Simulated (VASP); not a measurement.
**CuSi15: relaxation of the atoms with PBEsol+U**

Crystal: CuSi15.

```
Cu Si
1.0
     0.00000    5.43700    5.43700
     5.43700    0.00000    5.43700
     5.43700    5.43700    0.00000
Cu Si
1 15
Cartesian
  0.0000 0.0000 0.0000
  2.7185 2.7185 0.0000
  2.7185 0.0000 2.7185
  5.4370 2.7185 2.7185
  0.0000 2.7185 2.7185
  2.7185 5.4370 2.7185
  2.7185 2.7185 5.4370
  5.4370 5.4370 5.4370
  1.3593 1.3593 1.3593
  4.0777 4.0777 1.3593
  4.0777 1.3593 4.0777
  6.7963 4.0777 4.0777
  1.3593 4.0777 4.0777
  4.0777 6.7963 4.0777
  4.0777 4.0777 6.7963
  6.7963 6.7963 6.7963
```

| Item | Value |
| --- | --- |
| Program | VASP 6.6.1 |
| Task | relaxation of the atoms |
| Functional | PBEsol |
| Potentials or basis | VASP PAW PBE potentials, release 64 (Cu, Si) |
| Cutoff | 520 eV |
| k mesh | 3 × 3 × 3 |
| Occupations | gaussian, width 0.05 eV |
| Spin | collinear spin |
| Starting moments | [3.0, 0.0, 0.0, 0.0, 0.0, 0.0, 0.0, 0.0, 0.0, 0.0, 0.0, 0.0, 0.0, 0.0, 0.0, 0.0] μB |
| Hubbard terms | Cu d U = 5.0 eV |
| Dipole correction | no |
| Further INCAR settings | LREAL = Auto; ALGO = Normal; EDIFF = 1e-06; IBRION = 2; EDIFFG = -0.03; NSW = 50 |

```json
{
 "Energy gained by relaxing": "1.4 meV/atom",
 "Ionic steps": "5",
 "Pressure after relaxing": "-1.2 GPa",
 "Net moment": "0.00 μB per cell",
 "Valence electrons inside the program's atomic spheres": "Cu 10.21; Si 1.68, 1.69, 1.65 (each value once)"
}
```

The path:
```csv
step,energy change (eV),largest force (eV/Å),pressure (GPa)
1,0.0000,0.3162,-1.05
2,-0.0148,0.1734,-1.14
3,-0.0206,0.0579,-1.21
4,-0.0211,0.0494,-1.19
5,-0.0219,0.0104,-1.19
```

Final structure:
```
Cu Si
1.0
     0.00000    5.43700    5.43700
     5.43700    0.00000    5.43700
     5.43700    5.43700    0.00000
Cu Si
1 15
Direct
  0.00000 0.00000 0.00000
  0.00024 0.00024 0.49976
  0.00024 0.49976 0.00024
  0.00024 0.49976 0.49976
  0.49976 0.00024 0.00024
  0.49976 0.00024 0.49976
  0.49976 0.49976 0.00024
  0.50000 0.50000 0.50000
  0.12318 0.12318 0.12318
  0.12318 0.12318 0.63046
  0.12318 0.63046 0.12318
  0.12497 0.62501 0.62501
  0.63046 0.12318 0.12318
  0.62501 0.12497 0.62501
  0.62501 0.62501 0.12497
  0.62501 0.62501 0.62501
```

Levels at points of the mesh, in eV from the Fermi level:
Spin up:
```tsv
k point	band 33	band 34	band 35	band 36	band 37	band 38
(0.00, 0.00, 0.00)	-0.68	-0.68	0.67	0.68	0.68	0.68
```
Spin down:
| k point | band 31 | band 32 | band 33 | band 34 | band 35 | band 36 | band 37 | band 38 | band 39 | band 40 |
| --- | --- | --- | --- | --- | --- | --- | --- | --- | --- | --- |
| (0.00, 0.00, 0.00) | -1.26 | -0.68 | -0.68 | -0.68 | 0.67 | 0.68 | 0.68 | 0.68 | 0.70 | 0.70 |

Eigenvalues of the final occupation matrices:
```
    site  spin  trace               eigenvalues
site 1 d     1   4.65  0.92 0.92 0.92 0.94 0.94
site 1 d     2   4.65  0.92 0.92 0.92 0.94 0.94
```

Run time: 6 min on 2 MPI ranks on Intel(R) Xeon(R) Platinum 8488C (Sapphire Rapids), on a shared host, peak memory 0.7 GiB a rank.

Caveat: the PAW data sets were made with another functional, which shifts forces and pressure a little; the U is typed as a test and isn't derived for this compound.
